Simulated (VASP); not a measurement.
## MgO: single point with PBEsol

The system is MgO.

```xyz
4
Lattice="3.4541 0.0000 0.0000 -1.7270 2.9913 0.0000 0.0000 0.0000 4.2925" Properties=species:S:1:pos:R:3 pbc="T T T"
Mg    1.7270    0.8765    3.2193
Mg    0.0000    2.1148    1.0731
O     1.7270    1.0859    1.0731
O     0.0000    1.9054    3.2193
```

This cell differs from its parent crystal: mode 5 frozen in at -0.122 Å, strain +e along z and -e/2 along x and y +0.0233.

```yaml
Program: VASP 6.6.1
Task: single point
Functional: PBEsol
Potentials_or_basis: VASP PAW PBE potentials, release 64 (Mg, O)
Cutoff: 520 eV
k_mesh: 9 × 9 × 6
Occupations: gaussian, width 0.05 eV
Spin: no spin polarisation
```

| Quantity | Value |
| --- | --- |
| Pressure | 0.0 GPa |
| Largest force | 1.027 eV/Å |
| Band gap on the k mesh | 3.14 eV, direct |

Forces in eV/Å, atoms in the order of the input:
```
Mg   0.000  1.027  0.000
Mg   0.000 -1.027  0.000
O    0.000 -0.319  0.000
O    0.000  0.319  0.000
```

Stress tensor (GPa, compression positive):
```
 0.46  0.00  0.00
 0.00  2.18  0.00
 0.00  0.00 -2.78
```

Levels at points of the mesh, in eV from the valence-band top:
```tsv
k point	band 5	band 6	band 7	band 8	band 9	band 10	band 11	band 12
(0.00, 0.00, 0.00)	-1.69	-1.13	-0.73	0.00	3.14	9.06	11.40	11.98
(0.00, 0.00, 0.50)	-1.41	-1.41	-1.31	-1.31	6.15	6.15	12.77	12.77
```

It took 25 s on 1 thread of Intel(R) Xeon(R) 6975P-C (Granite Rapids), on a shared host, peak memory 0.2 GiB.

Caveat: the cell differs from its parent crystal (mode 5 frozen in at -0.122 Å, strain +e along z and -e/2 along x and y +0.0233); the PAW data sets were made with another functional, which shifts forces and pressure a little.
